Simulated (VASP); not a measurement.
Wanted: the native input for a VASP 6.6.1 run.

- Task: single point
- Functional: PBEsol
- Potentials or basis: VASP PAW PBE potentials, release 64 (Al, Ga_d, N)
- Cutoff: 520 eV
- k mesh: 6 × 6 × 6
- Occupations: gaussian, width 0.05 eV
- Spin: no spin polarisation
- Dipole correction: no
- Further INCAR settings: ALGO = Normal; EDIFF = 1e-06; NBANDS = 31

The structure of Al3GaN4 lies in POSCAR:

```
Al3GaN4
1.0
    4.3581124535      0.0000000000      0.0000000000
    0.0000000000      4.3581124535      0.0000000000
    0.0000000000      0.0000000000      5.2279916993
Al Ga N
3 1 4
Direct
    0.5000000000      0.5000000000      0.0000000000
    0.5000000000      0.0000000000      0.5000000000
    0.0000000000      0.5000000000      0.5000000000
    0.0000000000      0.0000000000      0.0000000000
    0.7447140287      0.7447140287      0.2552859713
    0.7447140287      0.2552859713      0.7447140287
    0.2552859713      0.7447140287      0.7447140287
    0.2552859713      0.2552859713      0.2552859713
```

This cell differs from its parent crystal: volume 12.412 Å^3 an atom, c/a of the conventional cell 1.1996.

These files were run (other wordings do the same):

INCAR

```
PREC = Accurate
ENCUT = 520
EDIFF = 1E-6
ISMEAR = 0
SIGMA = 0.05
LREAL = False
LASPH = True
NELM = 80
ALGO = Normal
ISIF = 2
LWAVE = False
LCHARG = False
GGA = PS
NBANDS = 31
```

KPOINTS

```
Automatic mesh
0
Gamma
  6 6 6
```

Potentials or basis: VASP PAW PBE potentials, release 64 (Al, Ga_d, N).

Launch:

```console
$ cat potpaw_PBE.64/Al/POTCAR potpaw_PBE.64/Ga_d/POTCAR potpaw_PBE.64/N/POTCAR > POTCAR
$ mpirun -np 1 vasp_std > vasp.out
```

Results of the run:

- Pressure: -22.8 GPa
- Largest force: 0.098 eV/Å
- Band gap on the k mesh: 1.58 eV, indirect (least direct gap 1.66 eV)

Caveat: the PAW data sets were made with another functional, which shifts forces and pressure a little.

Run time: 57 s on 1 thread of Intel(R) Xeon(R) Platinum 8375C CPU @ 2.90GHz (Ice Lake) (shared host), peak memory 0.26 GiB.
